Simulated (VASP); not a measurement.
# Cr (P6_3/mmc) in VASP: further runs

Cr is run at these levels: BLYP; tasks: single point.

All numbers are computed with VASP 6.6.1; they aren't measurements. Logs are shortened: lines on timing, memory, paths and dates and some standing lists are left out, and cuts for length are marked.

**1. The cell of the first run**

Symmetry: P6_3/mmc, No. 194, hexagonal system. The conventional cell has a = 2.508 Å, b = 2.508 Å, c = 4.528 Å, α = 90.00°, β = 90.00°, γ = 120.00°. Cr (site symmetry -6m2) has 12 Cr at 2.51 to 2.69 Å within 3.3 Å.

**2. Single point, BLYP**

The input, INCAR:

```
PREC = Accurate
ENCUT = 520
EDIFF = 1E-6
ISMEAR = -1
SIGMA = 0.1
LREAL = False
LASPH = True
NELM = 60
ALGO = Normal
ISIF = 2
LWAVE = False
LCHARG = False
GGA = B5
ALDAX = 1.0
AGGAX = 1.0
AGGAC = 1.0
ALDAC = 0.0
NBANDS = 19
```

The input, KPOINTS:

```
Automatic mesh
0
Gamma
  16 16 8
```

The input, POSCAR:

```
Cr
1.0
    2.5080946450      0.0000000000      0.0000000000
   -1.2540473225      2.1720736777      0.0000000000
    0.0000000000      0.0000000000      4.5276618927
Cr
2
Direct
    0.3333333333      0.6666666667      0.2500000000
    0.6666666667      0.3333333333      0.7500000000
```

Potentials or basis: VASP PAW PBE potentials, release 64 (Cr_pv).

Started as:

```bash
$ cat potpaw_PBE.64/Cr_pv/POTCAR > POTCAR
$ mpirun -np 1 vasp_std > vasp.out
```

OUTCAR:

```text
PREC = Accurate
   ENCUT = 520
   EDIFF = 1E-6
   ISMEAR = -1
   LREAL = False
   LASPH = True
   NELM = 60
   ISIF = 2
   GGA = B5

 ion  position               nearest neighbor table
   1  0.333  0.667  0.250-   2 2.69   2 2.69   2 2.69   2 2.69   2 2.69   2 2.69
   2  0.667  0.333  0.750-   1 2.69   1 2.69   1 2.69   1 2.69   1 2.69   1 2.69

  LATTYP: Found a hexagonal cell.
 ALAT       =     2.5080946450
 C/A-ratio  =     1.8052197120

  Lattice vectors:

 A1 = (   2.5080946450,   0.0000000000,   0.0000000000)
 A2 = (  -1.2540473225,   2.1720736777,   0.0000000000)
 A3 = (   0.0000000000,   0.0000000000,   4.5276618927)

Analysis of symmetry for initial positions (statically):
=====================================================================
 Subroutine PRICEL returns:
 Original cell was already a primitive cell.

 Routine SETGRP: Setting up the symmetry group for a
 hexagonal supercell.

 Subroutine GETGRP returns: Found 24 space group operations
 (whereof 12 operations were pure point group operations)
 out of a pool of 24 trial point group operations.

The static configuration has the point symmetry D_3d.
 The point group associated with its full space group is D_6h.

Analysis of symmetry for dynamics (positions and initial velocities):
=====================================================================
 Subroutine PRICEL returns:
 Original cell was already a primitive cell.

 Routine SETGRP: Setting up the symmetry group for a
 hexagonal supercell.

 Subroutine GETGRP returns: Found 24 space group operations
 (whereof 12 operations were pure point group operations)
 out of a pool of 24 trial point group operations.

The dynamic configuration has the point symmetry D_3d.
 The point group associated with its full space group is D_6h.

 Subroutine INISYM returns: Found 24 space group operations
 (whereof 12 operations are pure point group operations),
 and found     1 'primitive' translations

----------------------------------------------------------------------------------------

                                     Primitive cell

  volume of cell :      24.6656

  direct lattice vectors                    reciprocal lattice vectors
     2.508094645  0.000000000  0.000000000     0.398709037  0.230194770  0.000000000
    -1.254047322  2.172073678  0.000000000     0.000000000  0.460389539  0.000000000
     0.000000000  0.000000000  4.527661893     0.000000000  0.000000000  0.220864549

  length of vectors
     2.508094645  2.508094645  4.527661893     0.460389539  0.460389539  0.220864549

  position of ions in fractional coordinates (direct lattice)
     0.333333333  0.666666667  0.250000000
     0.666666667  0.333333333  0.750000000

  ion indices of the primitive-cell ions
   primitive index   ion index
                 1           1
                 2           2

----------------------------------------------------------------------------------------

 KPOINTS: Automatic mesh

Automatic generation of k-mesh.
 Grid dimensions read from file:
 generate k-points for:   16   16    8

 Generating k-lattice:

  Cartesian coordinates                     Fractional coordinates (reciprocal lattice)
     0.024919315  0.014387173  0.000000000     0.062500000 -0.000000000  0.000000000
     0.000000000  0.028774346  0.000000000     0.000000000  0.062500000  0.000000000
     0.000000000  0.000000000  0.027608069     0.000000000  0.000000000  0.125000000

  Length of vectors
     0.028774346  0.028774346  0.027608069

  Shift w.r.t. Gamma in fractional coordinates (k-lattice)
     0.000000000  0.000000000  0.000000000

 Subroutine IBZKPT returns following result:
 ===========================================

 Found    150 irreducible k-points:

 Following reciprocal coordinates:
            Coordinates               Weight
  0.000000  0.000000  0.000000      1.000000
  0.062500  0.000000  0.000000      6.000000
  0.125000  0.000000  0.000000      6.000000
  0.187500  0.000000  0.000000      6.000000
  0.250000  0.000000  0.000000      6.000000
  0.312500  0.000000  0.000000      6.000000
[... 16 lines left out ...]
  0.187500  0.187500  0.000000      6.000000
  0.250000  0.187500  0.000000     12.000000
 [... further k-points ...]
   k-points           NKPTS =    150   k-points in BZ     NKDIM =    150   number of bands    NBANDS=     19
   number of dos      NEDOS =    301   number of ions     NIONS =      2
   total plane-waves  NPLWV =  14400
   dimension x,y,z NGX =    20 NGY =   20 NGZ =   36
   dimension x,y,z NGXF=    40 NGYF=   40 NGZF=   72
   ions per type =               2
   NGX,Y,Z   is equivalent  to a cutoff of  13.26, 13.26, 13.22 a.u.
   NGXF,Y,Z  is equivalent  to a cutoff of  26.51, 26.51, 26.44 a.u.
 SYSTEM =  unknown system
   PREC   = accura    normal or accurate (medium, high low for compatibility)
   ISTART =      0    job   : 0-new  1-cont  2-samecut
   ICHARG =      2    charge: 1-file 2-atom 10-const
   ISPIN  =      1    spin polarized calculation?
   LNONCOLLINEAR =      F non collinear calculations
   LSORBIT =      F    spin-orbit coupling
   LASPH  =      T    aspherical Exc in radial PAW
   ENCUT  =  520.0 eV  38.22 Ry    6.18 a.u.   4.66  4.66  8.42*2*pi/ulx,y,z
   NELM   =     60;   NELMIN=  2; NELMDL= -5     # of ELM steps
   EDIFF  = 0.1E-05   stopping-criterion for ELM
   LREAL  =      F    real-space projection
   EDIFFG = 0.1E-04   stopping-criterion for IOM
   NSW    =      0    number of steps for IOM
   IBRION =     -1    ionic relax: 0-MD 1-quasi-New 2-CG
   NFREE  =      0    steps in history (QN), initial steepest desc. (CG)
   ISIF   =      2    stress and relaxation
   ISYM   =      2    0-nonsym 1-usesym 2-fastsym
   POTIM  = 0.5000    time-step for ionic-motion
   TEBEG  =    0.0;   TEEND  =   0.0 temperature during run
   PSTRESS=    0.0 pullay stress
   NELECT =      24.0000    total number of electrons
   NUPDOWN=      -1.0000    fix difference up-down
   EMIN   =  10.00;   EMAX   =-10.00  energy-range for DOS
   EFERMI =   0.00;   METHOD = LEGACY
   ISMEAR =    -1;   SIGMA  =   0.10  broadening in eV -4-tet -1-fermi 0-gaus
   EFERMI_NEDOS =   21; number of points for ismear=-14 and -15
   IALGO  =     38    algorithm
   IMIX   =      4    mixing-type and parameters
     AMIX     =   0.40;   BMIX     =  1.00
     AMIX_MAG =   1.60;   BMIX_MAG =  1.00
  volume/ion in A,a.u.               =      12.33        83.23
  Fermi-wavevector in a.u.,A,eV,Ry     =   1.622237  3.065584 35.805831  2.631654
  Thomas-Fermi vector in A             =   2.715883
   LORBIT       =      0    0 simple, 1 ext, 2 COOP (PROOUT), +10 PAW based schemes
   GGA     = B5    functional components
   LHFCALC =     F    Hartree Fock is set to
   AEXX    =    0.0000 exact exchange contribution
   IVDW    =     0    specifies the selected vdW correction
   LEPSILON=     F    determine dielectric tensor
   LRPA    =     F    only Hartree local field effects (RPA)
 non-spin polarized calculation
  energy-cutoff  :      520.00
  volume of cell :       24.67
 maximum number of plane-waves:       681
 NGX is ok and might be reduce to    20
   NGX =  9   NGY =  9   NGZ = 17

 number of electron      23.9999992 magnetization

 Free energy of the ion-electron system (eV)
  ---------------------------------------------------
  ext. energy  EPLUGINS =         0.00000000
  ---------------------------------------------------
  free energy    TOTEN  =       -15.95476624 eV

  energy without entropy =      -15.84469530  energy(sigma->0) =      -15.89973077

 E-fermi :  10.4024     XC(G=0): -12.7014

 val. band max:       10.4020097604   @ k =   0.4375   0.0000   0.1250
 cond. band min:      10.4059864503   @ k =   0.1250   0.0000   0.5000
 fundamental gap:      0.0039766899
 Fermi energy:        10.4024083015

 k-point     1 :       0.0000    0.0000    0.0000
  band No.  band energies     occupation
      1     -32.7000      2.00000
      2     -32.1171      2.00000
      3     -31.9324      2.00000
      4     -31.9324      2.00000
      5     -31.8778      2.00000
      6     -31.8778      2.00000
[... 11 lines left out ...]
     18      12.4542      0.00000
     19      17.4991      0.00000

 k-point     2 :       0.0625    0.0000    0.0000
  band No.  band energies     occupation
      1     -32.6904      2.00000
      2     -32.1177      2.00000
      3     -31.9627      2.00000
      4     -31.9405      2.00000
      5     -31.9086      2.00000
      6     -31.8834      2.00000
[... 11 lines left out ...]
     18      12.9005      0.00000
     19      17.4991      0.00000

 k-point     3 :       0.1250    0.0000    0.0000
  band No.  band energies     occupation
      1     -32.6627      2.00000
      2     -32.1200      2.00000
      3     -32.0488      2.00000
      4     -31.9954      2.00000
      5     -31.9634      2.00000
      6     -31.8998      2.00000
[... 11 lines left out ...]
     18      13.8367      0.00000
     19      17.4991      0.00000

 k-point     4 :       0.1875    0.0000    0.0000
  band No.  band energies     occupation
      1     -32.6194      2.00000
      2     -32.1777      2.00000
      3     -32.1250      2.00000
      4     -32.1230      2.00000
      5     -31.9969      2.00000
      6     -31.9248      2.00000
[... 11 lines left out ...]
     18      14.9585      0.00000
     19      17.4993      0.00000

 k-point     5 :       0.2500    0.0000    0.0000
  band No.  band energies     occupation
      1     -32.5650      2.00000
      2     -32.3293      2.00000
      3     -32.2699      2.00000
      4     -32.1341      2.00000
      5     -32.0358      2.00000
      6     -31.9547      2.00000
[... 11 lines left out ...]
     18      16.1795      0.00000
     19      17.4995      0.00000
[... 334 lines left out ...]
      2     -32.5828      2.00000
      3     -32.3834      2.00000
      4     -32.1968      2.00000
      5     -32.1946      2.00000
      6     -32.1009      2.00000
[... 11 lines left out ...]
     18      17.5001      0.00000
     19      17.5029      0.00000

 k-point    22 :       0.4375    0.1250    0.0000
  band No.  band energies     occupation
      1     -32.6834      2.00000
      2     -32.6041      2.00000
      3     -32.3638      2.00000
      4     -32.2079      2.00000
      5     -32.2055      2.00000
      6     -32.1090      2.00000
[... 11 lines left out ...]
     18      16.9392      0.00000
     19      17.5003      0.00000

 k-point    23 :       0.1875    0.1875    0.0000
  band No.  band energies     occupation
      1     -32.4909      2.00000
      2     -32.4317      2.00000
      3     -32.4237      2.00000
      4     -32.1523      2.00000
      5     -32.1221      2.00000
      6     -32.0628      2.00000
[... 11 lines left out ...]
     18      17.4999      0.00000
     19      17.5001      0.00000

 k-point    24 :       0.2500    0.1875    0.0000
  band No.  band energies     occupation
      1     -32.5260      2.00000
      2     -32.4914      2.00000
      3     -32.4358      2.00000
      4     -32.1871      2.00000
      5     -32.1717      2.00000
      6     -32.1203      2.00000
[... 11 lines left out ...]
     18      17.5000      0.00000
     19      17.5001      0.00000

 [... further k-points ...]
[... 5 lines left out ...]
  --------------------------------------------------------------------------------------
  -------------------------------------------------------------------------------------
  Total       -0.0208974     -0.0208974     -0.0204553      0.0000000      0.0000000      0.0000000
  in kB       -1.3574076     -1.3574076     -1.3286908      0.0000000      0.0000000      0.0000000
  external PRESSURE =      -1.3478353 kB  Pullay stress =       0.0000000 kB

 VOLUME and BASIS-vectors are now :
 -----------------------------------------------------------------------------
  energy-cutoff  :      520.00
  volume of cell :       24.67
      direct lattice vectors                 reciprocal lattice vectors
     2.508094645  0.000000000  0.000000000     0.398709037  0.230194770  0.000000000
    -1.254047322  2.172073678  0.000000000     0.000000000  0.460389539  0.000000000
     0.000000000  0.000000000  4.527661893     0.000000000  0.000000000  0.220864549

 POSITION                                       TOTAL-FORCE (eV/Angst)
 -----------------------------------------------------------------------------------
     -0.00000      1.44805      1.13192        -0.000000      0.000000      0.000000
      1.25405      0.72402      3.39575         0.000000     -0.000000      0.000000
 -----------------------------------------------------------------------------------
    total drift:                               -0.000000      0.000000     -0.000000

  FREE ENERGIE OF THE ION-ELECTRON SYSTEM (eV)
  ---------------------------------------------------
  free  energy   TOTEN  =       -15.9547662357 eV

  energy  without entropy=      -15.8446953025  energy(sigma->0) =      -15.89973077
```

Run time: 49 s. Hardware: 1 thread of Intel Xeon 6975P-C, shared host; peak memory 0.18 GiB.

What came out:

- Free energy: -15.9548 eV
- Pressure: -0.1 GPa
- Band gap on the k mesh: zero (band 12 reaches 11.31 eV, above the bottom of band 13 at 10.07 eV)

Caveat: the PAW data sets were made with another functional, which shifts forces and pressure a little; the run has no spin polarisation, though such a crystal can be magnetic.

**3. Single point, BLYP (volume scaled by 1.04)**

The input, INCAR:

```
SYSTEM = Cr
PREC = Accurate
ENCUT = 520
EDIFF = 1E-6
ISMEAR = -1
SIGMA = 0.1
LREAL = .False.
LASPH = .True.
NELM = 80
ALGO = Normal
ISIF = 2
LWAVE = .False.
LCHARG = .False.
GGA = B5
ALDAX = 1.0
AGGAX = 1.0
AGGAC = 1.0
ALDAC = 0.0
NBANDS = 19
```

The input, KPOINTS:

```
regular mesh
0
Gamma
  16 16 8
  0 0 0
```

The input, POSCAR:

```
Cr
1.0
    2.5410996753      0.0000000000      0.0000000000
   -1.2705498376      2.2006568724      0.0000000000
    0.0000000000      0.0000000000      4.5872432239
Cr
2
Direct
    0.3333333333      0.6666666667      0.2500000000
    0.6666666667      0.3333333333      0.7500000000
```

Potentials or basis: VASP PAW PBE potentials, release 64 (Cr_pv).

Started as:

```bash
$ cat potpaw_PBE.64/Cr_pv/POTCAR > POTCAR
$ mpirun -np 1 vasp_std > vasp.out
```

Run time: 50 s. Hardware: 1 thread of Intel Xeon 6975P-C, shared host; peak memory 0.18 GiB.

Results (log left out):

```
Free energy            : -15.9301 eV
Pressure               : -7.8 GPa
Band gap on the k mesh : zero (band 12 reaches 10.75 eV, above the bottom of band 13 at 9.57 eV)
```

Stress tensor (GPa, compression positive):
```
-8.15  0.00  0.00
 0.00 -8.15  0.00
 0.00  0.00 -7.09
```

Levels at points of the mesh, in eV from the Fermi level:
| k point | band 10 | band 11 | band 12 | band 13 | band 14 | band 15 |
| --- | --- | --- | --- | --- | --- | --- |
| (0.00, 0.00, 0.00) | -0.33 | -0.33 | -0.13 | -0.05 | -0.05 | 0.98 |
| (0.50, 0.00, 0.00) | -0.86 | -0.46 | -0.33 | -0.09 | 2.01 | 2.53 |
| (0.00, 0.00, 0.50) | -1.51 | -0.31 | -0.31 | -0.31 | -0.31 | 1.59 |
| (0.50, 0.00, 0.50) | -2.25 | 0.85 | 0.85 | 1.19 | 1.19 | 2.59 |

Caveat: the PAW data sets were made with another functional, which shifts forces and pressure a little; the run has no spin polarisation, though such a crystal can be magnetic.
